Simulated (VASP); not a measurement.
Wanted: the native input for a VASP 6.6.1 run.

* Task: relaxation of cell and atoms
* Functional: LDA
* Potentials or basis: VASP PAW LDA potentials, release 64 (Si, C)
* Cutoff: 600 eV
* k mesh: 10 × 10 × 5
* Occupations: fermi-dirac, width 0.05 eV
* Spin: no spin polarisation
* Dipole correction: no
* Further INCAR settings: ALGO = Normal; EDIFF = 1e-06; IBRION = 2; EDIFFG = -0.01; NSW = 60; ISIF = 3

The structure of SiC (Moissanite) lies in POSCAR:

```
SiC
1.0
    3.0760000000      0.0000000000      0.0000000000
   -1.5380000000      2.6638941420      0.0000000000
    0.0000000000      0.0000000000      5.0480000000
Si C
2 2
Direct
    0.6666666667      0.3333333333      0.5000000000
    0.3333333333      0.6666666667      0.0000000000
    0.6666666667      0.3333333333      0.8850000000
    0.3333333333      0.6666666667      0.3850000000
```

These files were run (other wordings do the same):

INCAR

```
SYSTEM = SiC
PREC = Accurate ; ENCUT = 600
EDIFF = 1E-6 ; ISMEAR = -1
SIGMA = 0.05 ; LREAL = .False.
LASPH = .True. ; NELM = 80
ALGO = Normal ; ISIF = 3
LWAVE = .False. ; LCHARG = .False.
IBRION = 2 ; NSW = 60
EDIFFG = -0.01
```

KPOINTS

```
regular mesh
0
Gamma
  10 10 5
  0 0 0
```

Potentials or basis: VASP PAW LDA potentials, release 64 (Si, C).

Run with:

```sh
$ cat potpaw_LDA.64/Si/POTCAR potpaw_LDA.64/C/POTCAR > POTCAR
$ mpirun -np 1 vasp_std > vasp.out
```

It gave:

| Item | Value |
| --- | --- |
| Relaxed volume | 10.16 Å³/atom |
| Relaxed cell | a = 3.058 Å, b = 3.058 Å, c = 5.019 Å, α = 90.00°, β = 90.00°, γ = 120.00° |
| Space group after relaxing (to 0.05 Å) | P6_3mc (No. 186) |
| Energy gained by relaxing | 11.1 meV/atom |
| Ionic steps | 7 |
| Pressure after relaxing | -0.2 GPa |
| Band gap on the k mesh | 2.28 eV, indirect (least direct gap 3.91 eV) |

Wall time 49 s on 1 thread of Intel Xeon 6975P-C, on a shared host, peak memory 0.16 GiB.
